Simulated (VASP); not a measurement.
# VO2 (P4_2/mnm) in VASP: single point with PBEsol

Aim: the single point of VO2 with PBEsol.

All numbers are computed with VASP 6.6.1; they aren't measurements. Logs are shortened: lines on timing, memory, paths and dates and some standing lists are left out, and cuts for length are marked.

**1. The cell of the first run**

The structure is tetragonal, space group P4_2/mnm (No. 136). Conventional cell: a = 4.541 Å, b = 4.541 Å, c = 2.791 Å, α = 90.00°, β = 90.00°, γ = 90.00°. V (site symmetry mmm) has 6 O at 1.90 to 1.92 Å within 2.5 Å. O (site symmetry m2m) has 3 V at 1.90 to 1.92 Å and 11 O at 2.59 to 2.79 Å within 2.8 Å.

**2. Single point, PBEsol, collinear spin, ferromagnetic start**

INCAR

```
PREC = Accurate
ENCUT = 600
EDIFF = 1E-6
ISMEAR = 0
SIGMA = 0.1
LREAL = F
LASPH = T
NELM = 200
ALGO = Normal
ISIF = 2
LWAVE = F
LCHARG = F
ISPIN = 2
MAGMOM = -0.94 -0.94 0 0 0 0
LORBIT = 11
LMAXMIX = 4
GGA = PS
NBANDS = 38
GGA_COMPAT = F
```

KPOINTS

```
regular mesh
0
Gamma
  4 4 6
```

POSCAR

```
VO2
1.0
    4.5409673039      0.0000000000      0.0000000000
    0.0000000000      4.5409673039      0.0000000000
    0.0000000000      0.0000000000      2.7912484670
V O
2 4
Direct
    0.0000000000      0.0000000000      0.0000000000
    0.5000000000      0.5000000000      0.5000000000
    0.2982726514      0.2982726514      0.0000000000
    0.7017273486      0.7017273486      0.0000000000
    0.7982726514      0.2017273486      0.5000000000
    0.2017273486      0.7982726514      0.5000000000
```

Potentials or basis: VASP PAW PBE potentials, release 64 (V_sv, O).

Command:

```console
$ cat potpaw_PBE.64/V_sv/POTCAR potpaw_PBE.64/O/POTCAR > POTCAR
$ mpirun -np 1 vasp_std > vasp.out
```

OUTCAR:

```text
PREC = Accurate
   ENCUT = 600
   EDIFF = 1E-6
   ISMEAR = 0
   LREAL = F
   LASPH = T
   NELM = 200
   ISIF = 2
   ISPIN = 2
   LORBIT = 11
   GGA = PS

 ion  position               nearest neighbor table
   1  0.000  0.000  0.000-   5 1.90   6 1.90   5 1.90   6 1.90   3 1.92   4 1.92
   2  0.500  0.500  0.500-   3 1.90   4 1.90   3 1.90   4 1.90   5 1.92   6 1.92
   3  0.298  0.298  0.000-   2 1.90   2 1.90   1 1.92
   4  0.702  0.702  0.000-   2 1.90   2 1.90   1 1.92
   5  0.798  0.202  0.500-   1 1.90   1 1.90   2 1.92
   6  0.202  0.798  0.500-   1 1.90   1 1.90   2 1.92

  LATTYP: Found a simple tetragonal cell.
 ALAT       =     4.5409673039
 C/A-ratio  =     0.6146814721

  Lattice vectors:

 A1 = (   4.5409673039,   0.0000000000,   0.0000000000)
 A2 = (   0.0000000000,   4.5409673039,   0.0000000000)
 A3 = (   0.0000000000,   0.0000000000,   2.7912484670)

Analysis of symmetry for initial positions (statically):
=====================================================================
 Subroutine PRICEL returns:
 Original cell was already a primitive cell.

 Routine SETGRP: Setting up the symmetry group for a
 simple tetragonal supercell.

 Subroutine GETGRP returns: Found 16 space group operations
 (whereof  8 operations were pure point group operations)
 out of a pool of 16 trial point group operations.

The static configuration has the point symmetry D_2h.
 The point group associated with its full space group is D_4h.

Analysis of symmetry for dynamics (positions and initial velocities):
=====================================================================
 Subroutine PRICEL returns:
 Original cell was already a primitive cell.

 Routine SETGRP: Setting up the symmetry group for a
 simple tetragonal supercell.

 Subroutine GETGRP returns: Found 16 space group operations
 (whereof  8 operations were pure point group operations)
 out of a pool of 16 trial point group operations.

The dynamic configuration has the point symmetry D_2h.
 The point group associated with its full space group is D_4h.

Analysis of structural, dynamic, and magnetic symmetry:
=====================================================================
 Subroutine PRICEL returns:
 Original cell was already a primitive cell.

 Routine SETGRP: Setting up the symmetry group for a
 simple tetragonal supercell.

 Subroutine GETGRP returns: Found 16 space group operations
 (whereof  8 operations were pure point group operations)
 out of a pool of 16 trial point group operations.

The overall configuration has the point symmetry D_2h.
 The point group associated with its full space group is D_4h.

 Subroutine INISYM returns: Found 16 space group operations
 (whereof  8 operations are pure point group operations),
 and found     1 'primitive' translations

----------------------------------------------------------------------------------------

                                     Primitive cell

  volume of cell :      57.5566

  direct lattice vectors                    reciprocal lattice vectors
     4.540967304  0.000000000  0.000000000     0.220217397  0.000000000  0.000000000
     0.000000000  4.540967304  0.000000000     0.000000000  0.220217397  0.000000000
     0.000000000  0.000000000  2.791248467     0.000000000  0.000000000  0.358262624

  length of vectors
     4.540967304  4.540967304  2.791248467     0.220217397  0.220217397  0.358262624

  position of ions in fractional coordinates (direct lattice)
     0.000000000  0.000000000  0.000000000
     0.500000000  0.500000000  0.500000000
     0.298272651  0.298272651  0.000000000
     0.701727349  0.701727349  0.000000000
     0.798272651  0.201727349  0.500000000
     0.201727349  0.798272651  0.500000000

  ion indices of the primitive-cell ions
   primitive index   ion index
                 1           1
                 2           2
                 3           3
                 4           4
                 5           5
                 6           6

----------------------------------------------------------------------------------------

 KPOINTS: regular mesh

Automatic generation of k-mesh.
 Grid dimensions read from file:
 generate k-points for:    4    4    6

 Generating k-lattice:

  Cartesian coordinates                     Fractional coordinates (reciprocal lattice)
     0.055054349  0.000000000  0.000000000     0.250000000  0.000000000  0.000000000
     0.000000000  0.055054349  0.000000000     0.000000000  0.250000000  0.000000000
     0.000000000  0.000000000  0.059710437     0.000000000  0.000000000  0.166666667

  Length of vectors
     0.055054349  0.055054349  0.059710437

  Shift w.r.t. Gamma in fractional coordinates (k-lattice)
     0.000000000  0.000000000  0.000000000

 Subroutine IBZKPT returns following result:
 ===========================================

 Found     24 irreducible k-points:

 Following reciprocal coordinates:
            Coordinates               Weight
  0.000000  0.000000  0.000000      1.000000
  0.250000  0.000000  0.000000      4.000000
  0.500000  0.000000  0.000000      2.000000
  0.250000  0.250000  0.000000      4.000000
  0.500000  0.250000  0.000000      4.000000
  0.500000  0.500000  0.000000      1.000000
[... 16 lines left out ...]
  0.500000  0.250000  0.500000      4.000000
  0.500000  0.500000  0.500000      1.000000
   k-points           NKPTS =     24   k-points in BZ     NKDIM =     24   number of bands    NBANDS=     38
   number of dos      NEDOS =    301   number of ions     NIONS =      6
   total plane-waves  NPLWV =  31104
   dimension x,y,z NGX =    36 NGY =   36 NGZ =   24
   dimension x,y,z NGXF=    72 NGYF=   72 NGZF=   48
   ions per type =               2   4
   NGX,Y,Z   is equivalent  to a cutoff of  13.18, 13.18, 14.29 a.u.
   NGXF,Y,Z  is equivalent  to a cutoff of  26.36, 26.36, 28.59 a.u.
 SYSTEM =  unknown system
   PREC   = accura    normal or accurate (medium, high low for compatibility)
   ISTART =      0    job   : 0-new  1-cont  2-samecut
   ICHARG =      2    charge: 1-file 2-atom 10-const
   ISPIN  =      2    spin polarized calculation?
   LNONCOLLINEAR =      F non collinear calculations
   LSORBIT =      F    spin-orbit coupling
   LASPH  =      T    aspherical Exc in radial PAW
   ENCUT  =  600.0 eV  44.10 Ry    6.64 a.u.   9.07  9.07  5.57*2*pi/ulx,y,z
   NELM   =    200;   NELMIN=  2; NELMDL= -5     # of ELM steps
   EDIFF  = 0.1E-05   stopping-criterion for ELM
   LREAL  =      F    real-space projection
   EDIFFG = 0.1E-04   stopping-criterion for IOM
   NSW    =      0    number of steps for IOM
   IBRION =     -1    ionic relax: 0-MD 1-quasi-New 2-CG
   NFREE  =      0    steps in history (QN), initial steepest desc. (CG)
   ISIF   =      2    stress and relaxation
   ISYM   =      2    0-nonsym 1-usesym 2-fastsym
   POTIM  = 0.5000    time-step for ionic-motion
   TEBEG  =    0.0;   TEEND  =   0.0 temperature during run
   PSTRESS=    0.0 pullay stress
   NELECT =      50.0000    total number of electrons
   NUPDOWN=      -1.0000    fix difference up-down
   EMIN   =  10.00;   EMAX   =-10.00  energy-range for DOS
   EFERMI =   0.00;   METHOD = LEGACY
   ISMEAR =     0;   SIGMA  =   0.10  broadening in eV -4-tet -1-fermi 0-gaus
   EFERMI_NEDOS =   21; number of points for ismear=-14 and -15
   IALGO  =     38    algorithm
   IMIX   =      4    mixing-type and parameters
     AMIX     =   0.40;   BMIX     =  1.00
     AMIX_MAG =   1.60;   BMIX_MAG =  1.00
  volume/ion in A,a.u.               =       9.59        64.74
  Fermi-wavevector in a.u.,A,eV,Ry     =   1.562067  2.951879 33.198955  2.440054
  Thomas-Fermi vector in A             =   2.665040
   LORBIT       =     11    0 simple, 1 ext, 2 COOP (PROOUT), +10 PAW based schemes
   GGA     = PS    functional components
   LHFCALC =     F    Hartree Fock is set to
   AEXX    =    0.0000 exact exchange contribution
   IVDW    =     0    specifies the selected vdW correction
   LEPSILON=     F    determine dielectric tensor
   LRPA    =     F    only Hartree local field effects (RPA)
 spin polarized calculation
 Gauss-broadening in eV      SIGMA  =   0.10
  energy-cutoff  :      600.00
  volume of cell :       57.56
 maximum number of plane-waves:      1944
   NGX = 19   NGY = 19   NGZ = 11

 number of electron      50.0000001 magnetization      -1.8527152

 Free energy of the ion-electron system (eV)
  ---------------------------------------------------
  ext. energy  EPLUGINS =         0.00000000
  ---------------------------------------------------
  free energy    TOTEN  =       -54.65551413 eV

  energy without entropy =      -54.64354276  energy(sigma->0) =      -54.64952845

 E-fermi :   6.5611     XC(G=0): -12.2060

 val. band max:        6.5527871495   @ k =   0.2500   0.0000   0.0000
 cond. band min:       6.6194577833   @ k =   0.5000   0.2500   0.0000
 fundamental gap:      0.0666706339
 Fermi energy:         6.5611408709

 spin component 1

 k-point     1 :       0.0000    0.0000    0.0000
  band No.  band energies     occupation
      1     -58.2792      1.00000
      2     -58.2678      1.00000
      3     -32.2653      1.00000
      4     -32.2653      1.00000
      5     -32.1809      1.00000
      6     -32.1583      1.00000
[... 29 lines left out ...]
     36      17.2110      0.00000
     37      17.2110      0.00000

 k-point     2 :       0.2500    0.0000    0.0000
  band No.  band energies     occupation
      1     -58.2775      1.00000
      2     -58.2694      1.00000
      3     -32.2522      1.00000
      4     -32.2513      1.00000
      5     -32.1776      1.00000
      6     -32.1616      1.00000
[... 29 lines left out ...]
     36      16.9998      0.00000
     37      17.6611      0.00000
[... 838 lines left out ...]
     36      17.5219      0.00000
     37      19.2647      0.00000

 k-point    24 :       0.5000    0.5000    0.5000
  band No.  band energies     occupation
      1     -58.2291      1.00000
      2     -58.2291      1.00000
      3     -32.6023      1.00000
      4     -32.6023      1.00000
      5     -32.1947      1.00000
      6     -32.1947      1.00000
[... 29 lines left out ...]
     36      17.1127      0.00000
     37      19.0218      0.00000
 Fermi energy:         6.5611408709

 spin component 2

 k-point     1 :       0.0000    0.0000    0.0000
  band No.  band energies     occupation
      1     -59.2574      1.00000
      2     -59.2467      1.00000
      3     -33.2325      1.00000
      4     -33.2325      1.00000
      5     -33.1216      1.00000
      6     -33.1216      1.00000
[... 29 lines left out ...]
     36      16.9641      0.00000
     37      16.9641      0.00000

 k-point     2 :       0.2500    0.0000    0.0000
  band No.  band energies     occupation
      1     -59.2558      1.00000
      2     -59.2482      1.00000
      3     -33.2209      1.00000
      4     -33.2201      1.00000
      5     -33.1349      1.00000
      6     -33.1341      1.00000
[... 29 lines left out ...]
     36      16.8099      0.00000
     37      17.4050      0.00000
[... 838 lines left out ...]
     36      17.3903      0.00000
     37      19.0685      0.00000

 k-point    24 :       0.5000    0.5000    0.5000
  band No.  band energies     occupation
      1     -59.2092      1.00000
      2     -59.2092      1.00000
      3     -33.5207      1.00000
      4     -33.5207      1.00000
      5     -33.1678      1.00000
      6     -33.1678      1.00000
[... 29 lines left out ...]
     36      17.0035      0.00000
     37      18.7126      0.00000
 [bands above 37 left out]

------------------------ aborting loop because EDIFF is reached ----------------------------------------

  FORCE on cell =-STRESS in cart. coord.  units (eV):
  Direction    XX          YY          ZZ          XY          YZ          ZX
  --------------------------------------------------------------------------------------
  -------------------------------------------------------------------------------------
  Total        0.1374891      0.1374891      0.2454314     -0.0000000      0.0000000      0.0000000
  in kB        3.8272222      3.8272222      6.8319625     -0.0000000      0.0000000      0.0000000
  external PRESSURE =       4.8288023 kB  Pullay stress =       0.0000000 kB

 VOLUME and BASIS-vectors are now :
 -----------------------------------------------------------------------------
  energy-cutoff  :      600.00
  volume of cell :       57.56
      direct lattice vectors                 reciprocal lattice vectors
     4.540967304  0.000000000  0.000000000     0.220217397  0.000000000  0.000000000
     0.000000000  4.540967304  0.000000000     0.000000000  0.220217397  0.000000000
     0.000000000  0.000000000  2.791248467     0.000000000  0.000000000  0.358262624

 POSITION                                       TOTAL-FORCE (eV/Angst)
 -----------------------------------------------------------------------------------
      0.00000      0.00000      0.00000         0.000000      0.000000      0.000000
      2.27048      2.27048      1.39562         0.000000      0.000000      0.000000
      1.35445      1.35445      0.00000        -0.017431     -0.017431     -0.000000
      3.18652      3.18652      0.00000         0.017431      0.017431      0.000000
      3.62493      0.91604      1.39562        -0.017431      0.017431      0.000000
      0.91604      3.62493      1.39562         0.017431     -0.017431      0.000000
 -----------------------------------------------------------------------------------
    total drift:                                0.000000      0.000000      0.000000

  FREE ENERGIE OF THE ION-ELECTRON SYSTEM (eV)
  ---------------------------------------------------
  free  energy   TOTEN  =       -54.6555141318 eV

  energy  without entropy=      -54.6435427625  energy(sigma->0) =      -54.64952845

 total charge

# of ion       s       p       d       tot
------------------------------------------
    1        2.297   6.366   2.966  11.630
    2        2.297   6.366   2.966  11.630
    3        1.565   3.472   0.000   5.037
    4        1.565   3.472   0.000   5.037
    5        1.565   3.472   0.000   5.037
    6        1.565   3.472   0.000   5.037
--------------------------------------------------
tot         10.854  26.621   5.933  43.408

 magnetization (x)

# of ion       s       p       d       tot
------------------------------------------
    1       -0.012  -0.012  -0.924  -0.947
    2       -0.012  -0.012  -0.924  -0.947
    3        0.002   0.037   0.000   0.039
    4        0.002   0.037   0.000   0.039
    5        0.002   0.037   0.000   0.039
    6        0.002   0.037   0.000   0.039
--------------------------------------------------
tot         -0.015   0.126  -1.847  -1.737
```

Wall time 95 s (1 thread of Intel Xeon Platinum 8488C (Sapphire Rapids), shared host); peak memory 0.25 GiB.

Results:

* Free energy: -54.6555 eV
* Pressure: 0.5 GPa
* Largest force: 0.025 eV/Å
* Net moment: -1.85 μB per cell
* Site moments: V -0.95; O +0.04 μB
* Valence electrons inside the program's atomic spheres: V 11.63; O 5.04

Forces on the atoms (eV/Å):
```
V    0.000  0.000  0.000
V    0.000  0.000  0.000
O   -0.017 -0.017  0.000
O    0.017  0.017  0.000
O   -0.017  0.017  0.000
O    0.017 -0.017  0.000
```

Stress tensor (GPa, compression positive):
```
0.38 0.00 0.00
0.00 0.38 0.00
0.00 0.00 0.68
```

Levels at points of the mesh, in eV from the Fermi level:
Spin up:
| k point | band 22 | band 23 | band 24 | band 25 | band 26 | band 27 |
| --- | --- | --- | --- | --- | --- | --- |
| (0.00, 0.00, 0.00) | -2.13 | -2.13 | -1.58 | -0.06 | -0.04 | 0.67 |
| (0.50, 0.00, 0.00) | -3.20 | -2.38 | -2.38 | 0.58 | 0.58 | 1.39 |
| (0.50, 0.50, 0.00) | -2.98 | -2.83 | -2.83 | -0.12 | -0.12 | 0.81 |
| (0.00, 0.00, 0.50) | -4.15 | -3.24 | -3.24 | 1.31 | 1.31 | 1.76 |
| (0.50, 0.00, 0.50) | -3.81 | -2.75 | -2.75 | 0.12 | 0.12 | 1.73 |
| (0.50, 0.50, 0.50) | -3.05 | -2.35 | -2.35 | 0.95 | 0.95 | 1.29 |
Spin down:
```
           k point  band 23  band 24  band 25  band 26  band 27  band 28  band 29  band 30
(0.00, 0.00, 0.00)    -2.07    -1.61    -1.08    -0.91    -0.30    -0.30    -0.26     1.93
(0.50, 0.00, 0.00)    -2.34    -2.34    -0.36    -0.36     0.38     0.38     1.03     1.03
(0.50, 0.50, 0.00)    -2.80    -2.80    -1.08    -1.08    -0.28    -0.28     1.46     1.46
(0.00, 0.00, 0.50)    -3.29    -3.29     0.43     0.43     0.74     0.74     1.05     1.05
(0.50, 0.00, 0.50)    -2.68    -2.68    -0.90    -0.90     0.71     0.71     1.36     1.36
(0.50, 0.50, 0.50)    -2.35    -2.35     0.09     0.09     0.42     0.42     0.73     0.73
```

Caveat: the k points lie up to 0.38 Å⁻¹ apart; the PAW data sets were made with another functional, which shifts forces and pressure a little; semilocal functionals often make such compounds metallic where correlation or magnetic order opens a gap, which also shifts bond lengths.
